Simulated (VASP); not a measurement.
# NaH (Fm-3m) in VASP: further runs, part 2 of 2

VASP 6.6.1. The steps go on from the part before.

## 3. Single point, PBE (volume changed by +3%)

Contents of INCAR:

```
  PREC = Accurate
  ENCUT = 520
  EDIFF = 1E-6
  ISMEAR = 0
  SIGMA = 0.01
  LREAL = F
  LASPH = T
  NELM = 60
  ALGO = Normal
  ISIF = 2
  LWAVE = F
  LCHARG = F
  GGA = PE
  NBANDS = 11
```

Contents of KPOINTS:

```
regular mesh
0
Gamma
  8 8 8
```

Contents of POSCAR:

```
NaH
1.0
    0.0000000000      2.4399630873      2.4399630873
    2.4399630873      0.0000000000      2.4399630873
    2.4399630873      2.4399630873      0.0000000000
Na H
1 1
Direct
    0.0000000000      0.0000000000      0.0000000000
    0.5000000000      0.5000000000      0.5000000000
```

Potentials or basis: VASP PAW PBE potentials, release 64 (Na_pv, H).

Launch:

```bash
$ cat potpaw_PBE.64/Na_pv/POTCAR potpaw_PBE.64/H/POTCAR > POTCAR
$ mpirun -np 1 vasp_std > vasp.out
```

It took 4.5 s on 1 thread of Intel Xeon 6975P-C (Granite Rapids), shared host; peak memory 0.14 GiB.

Results (log left out):

| Quantity | Value |
| --- | --- |
| Free energy | -5.0861 eV |
| Pressure | -0.7 GPa |
| Band gap on the k mesh | 3.71 eV, indirect (least direct gap 4.55 eV) |

Levels at points of the mesh, in eV from the valence-band top:
```
           k point  band 1  band 2  band 3  band 4  band 5  band 6  band 7  band 8  band 9
(0.00, 0.00, 0.00)  -22.15  -22.15  -22.15   -3.54   10.16   15.39   15.39   15.39   16.17
(0.50, 0.00, 0.00)  -22.24  -22.16  -22.16   -0.84    3.71   10.58   13.20   13.20   16.06
(0.50, 0.50, 0.00)  -22.23  -22.18  -22.18   -0.17    4.58    9.92   10.49   10.49   11.47
```

Caveat: the cell differs from its parent crystal (volume changed by +3%).

## 4. Single point, PBE (volume changed by +6%)

Contents of INCAR:

```
PREC = Accurate
ENCUT = 520
EDIFF = 1E-6
ISMEAR = 0
SIGMA = 0.01
LREAL = False
LASPH = True
NELM = 80
ALGO = Normal
ISIF = 2
LWAVE = False
LCHARG = False
GGA = PE
NBANDS = 11
```

Contents of KPOINTS:

```
Automatic mesh
0
Gamma
  8 8 8
```

Contents of POSCAR:

```
NaH
1.0
    0.0000000000      2.4634257101      2.4634257101
    2.4634257101      0.0000000000      2.4634257101
    2.4634257101      2.4634257101      0.0000000000
Na H
1 1
Direct
    0.0000000000      0.0000000000      0.0000000000
    0.5000000000      0.5000000000      0.5000000000
```

Potentials or basis: VASP PAW PBE potentials, release 64 (Na_pv, H).

Launch:

```bash
$ cat potpaw_PBE.64/Na_pv/POTCAR potpaw_PBE.64/H/POTCAR > POTCAR
$ mpirun -np 1 vasp_std > vasp.out
```

OUTCAR:

```text
PREC = Accurate
   ENCUT = 520
   EDIFF = 1E-6
   ISMEAR = 0
   LREAL = False
   LASPH = True
   NELM = 80
   ISIF = 2
   GGA = PE

 ion  position               nearest neighbor table
   1  0.000  0.000  0.000-
   2  0.500  0.500  0.500-

  LATTYP: Found a face centered cubic cell.
 ALAT       =     4.9268514202

  Lattice vectors:

 A1 = (   0.0000000000,   2.4634257101,   2.4634257101)
 A2 = (   2.4634257101,   0.0000000000,   2.4634257101)
[... 521 lines left out ...]

------------------------ aborting loop because EDIFF is reached ----------------------------------------

  FORCE on cell =-STRESS in cart. coord.  units (eV):
  Direction    XX          YY          ZZ          XY          YZ          ZX
  --------------------------------------------------------------------------------------
  -------------------------------------------------------------------------------------
  Total       -0.2338250     -0.2338250     -0.2338250     -0.0000000     -0.0000000     -0.0000000
  in kB      -12.5300565    -12.5300565    -12.5300565     -0.0000000     -0.0000000     -0.0000000
  external PRESSURE =     -12.5300565 kB  Pullay stress =       0.0000000 kB

 VOLUME and BASIS-vectors are now :
 -----------------------------------------------------------------------------
  energy-cutoff  :      520.00
  volume of cell :       29.90
      direct lattice vectors                 reciprocal lattice vectors
     0.000000000  2.463425710  2.463425710    -0.202969384  0.202969384  0.202969384
     2.463425710  0.000000000  2.463425710     0.202969384 -0.202969384  0.202969384
     2.463425710  2.463425710  0.000000000     0.202969384  0.202969384 -0.202969384

 POSITION                                       TOTAL-FORCE (eV/Angst)
 -----------------------------------------------------------------------------------
      0.00000      0.00000      0.00000        -0.000000      0.000000     -0.000000
      2.46343      2.46343      2.46343         0.000000     -0.000000      0.000000
 -----------------------------------------------------------------------------------
    total drift:                               -0.000000     -0.000000     -0.000000

  FREE ENERGIE OF THE ION-ELECTRON SYSTEM (eV)
  ---------------------------------------------------
  free  energy   TOTEN  =        -5.0812423274 eV

  energy  without entropy=       -5.0812423274  energy(sigma->0) =       -5.08124233
```

OSZICAR:

```text
N       E                     dE             d eps       ncg     rms          rms(c)
DAV:   1     0.382089238629E+02    0.38209E+02   -0.46049E+03   650   0.751E+02
DAV:   2    -0.397589786542E+01   -0.42185E+02   -0.41588E+02   662   0.204E+02
DAV:   3    -0.549441181199E+01   -0.15185E+01   -0.15169E+01   747   0.354E+01
DAV:   4    -0.550481609371E+01   -0.10404E-01   -0.10403E-01   759   0.293E+00
DAV:   5    -0.550491457501E+01   -0.98481E-04   -0.98480E-04   725   0.295E-01    0.315E+00
DAV:   6    -0.516498345700E+01    0.33993E+00   -0.34049E-01   738   0.268E+00    0.144E+00
DAV:   7    -0.507618537189E+01    0.88798E-01   -0.32546E-01   713   0.207E+00    0.359E-01
DAV:   8    -0.508136571839E+01   -0.51803E-02   -0.10642E-02   701   0.927E-01    0.716E-02
DAV:   9    -0.508125139294E+01    0.11433E-03   -0.12688E-03   756   0.358E-01    0.229E-02
DAV:  10    -0.508123887873E+01    0.12514E-04   -0.67823E-05   732   0.511E-02    0.458E-03
DAV:  11    -0.508124259823E+01   -0.37195E-05   -0.67652E-06   704   0.114E-02    0.318E-03
DAV:  12    -0.508124232740E+01    0.27083E-06   -0.23642E-07   449   0.335E-03
   1 F= -.50812423E+01 E0= -.50812423E+01  d E =-.219488E-26
```

stdout:

```text
POSCAR found type information on POSCAR NaH
 POSCAR found :  2 types and       2 ions
 scaLAPACK will be used
 LDA part: xc-table for (Slater+PW92), standard interpolation
 POSCAR, INCAR and KPOINTS ok, starting setup
 FFT: planning ... GRIDC
 FFT: planning ... GRID_SOFT
 FFT: planning ... GRID
 WAVECAR not read
 entering main loop
```

Run time: 4.7 s. Hardware: 1 thread of Intel Xeon 6975P-C (Granite Rapids), shared host; peak memory 0.14 GiB.

Results:

- Free energy: -5.0812 eV
- Pressure: -1.3 GPa
- Band gap on the k mesh: 3.66 eV, indirect (least direct gap 4.49 eV)

Levels at points of the mesh, in eV from the valence-band top:
| k point | band 2 | band 3 | band 4 | band 5 | band 6 | band 7 |
| --- | --- | --- | --- | --- | --- | --- |
| (0.00, 0.00, 0.00) | -22.21 | -22.21 | -3.46 | 9.92 | 15.18 | 15.18 |
| (0.50, 0.00, 0.00) | -22.22 | -22.22 | -0.83 | 3.66 | 10.39 | 13.03 |
| (0.50, 0.50, 0.00) | -22.23 | -22.23 | -0.16 | 4.53 | 9.82 | 10.32 |

Caveat: the cell differs from its parent crystal (volume changed by +6%). A k mesh can miss the band edges.

## 5. Single point, PBE

This run uses another cell than the first one, of 13.78 Å³/atom, 1.007 times its volume.

Contents of INCAR:

```
PREC = Accurate ; ENCUT = 520
EDIFF = 1E-7 ; ISMEAR = 0
SIGMA = 0.01 ; LREAL = F
LASPH = T ; NELM = 60
ALGO = Normal ; ISIF = 2
LWAVE = F ; LCHARG = F
GGA = PE ; NBANDS = 11
```

Contents of KPOINTS:

```
regular mesh
0
Gamma
  10 10 10
```

Contents of POSCAR:

```
NaH
1.0
    0.0000000000      2.3975116394      2.3975116394
    2.3975116394      0.0000000000      2.3975116394
    2.3975116394      2.3975116394      0.0000000000
Na H
1 1
Direct
    0.0000000000      0.0000000000      0.0000000000
    0.5000000000      0.5000000000      0.5000000000
```

Launch:

```bash
$ cat potpaw_PBE.64/Na_pv/POTCAR potpaw_PBE.64/H/POTCAR > POTCAR
$ mpirun -np 1 vasp_std > vasp.out
```

Wall time 7 s (1 thread of Intel Xeon 6975P-C (Granite Rapids), shared host); peak memory 0.14 GiB.

It converged, with:

```
Free energy            : -5.0864 eV
Pressure               : 0.5 GPa
Band gap on the k mesh : 3.82 eV, indirect (least direct gap 4.67 eV)
```

Levels at points of the mesh, in eV from the valence-band top:
```csv
k point,band 1,band 2,band 3,band 4,band 5,band 6,band 7,band 8
"(0.00, 0.00, 0.00)",-22.04,-22.04,-22.04,-3.67,10.64,15.80,15.80,15.80
"(0.50, 0.00, 0.00)",-22.14,-22.06,-22.06,-0.85,3.82,10.96,13.55,13.55
"(0.50, 0.50, 0.00)",-22.13,-22.08,-22.08,-0.16,4.70,10.14,10.84,10.84
```

A k mesh can miss the band edges. A hybrid or GW would open this gap; PBE tends to underestimate it.

## 6. Overview

| cell | k mesh | gap on the mesh (eV) | pressure (GPa) |
| --- | --- | --- | --- |
| a = 3.382 Å, angles 60.0°, 2 atoms | 8 × 8 × 8 | 3.81 | 0.7 |
| a = 3.451 Å, angles 60.0°, 2 atoms | 8 × 8 × 8 | 3.71 | -0.7 |
| a = 3.484 Å, angles 60.0°, 2 atoms | 8 × 8 × 8 | 3.66 | -1.3 |
| a = 3.391 Å, angles 60.0°, 2 atoms | 10 × 10 × 10 | 3.82 | 0.5 |

Alike in all rows: task single point; level PBE; potentials or basis VASP PAW PBE potentials, release 64 (Na_pv, H); no spin polarisation; cutoff (eV) 520; smearing gaussian 0.01 eV.

Total energies depend on the potentials used, so only differences within one code and one set of settings carry meaning.
